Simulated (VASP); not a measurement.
Runs of VASP 6.6.1 on In3B2As. The structure is that of space group P6/mmm (No. 191), or close to it. The cells are those of the table. 

```tsv
task	cell	k mesh	cutoff (eV)	gap on the mesh (eV)	pressure (GPa)
single point	a = 5.070, b = 5.070, c = 5.216 Å, angles 90.0, 90.0, 120.0°, 6 atoms	6 × 6 × 4	520	none	(a)
single point	a = 4.534, b = 4.534, c = 6.541 Å, angles 90.0, 90.0, 120.0°, 6 atoms	6 × 6 × 4	520	none	12.5
relaxation of cell and atoms	relaxed from a = 4.534, b = 4.534, c = 6.541 Å, angles 90.0, 90.0, 120.0°, 6 atoms	6 × 6 × 4	600	none	0.0
single point	a = 5.116, b = 5.116, c = 5.145 Å, angles 90.0, 90.0, 120.0°, 6 atoms	12 × 12 × 8	520	none	0.0
```

Alike in all rows: level PBE; potentials or basis VASP PAW PBE potentials, release 64 (In_d, B, As); no spin polarisation; smearing gaussian 0.1 eV.

Task: Fill in the values left out.

Result: (a) 0.2.

Caveats: spin-orbit coupling is left out, which moves the levels of the heavy elements.

A k mesh can miss the band edges, and the runs leave out spin-orbit coupling on As, In.

A gap of «none» marks levels without a gap at the run's occupations.
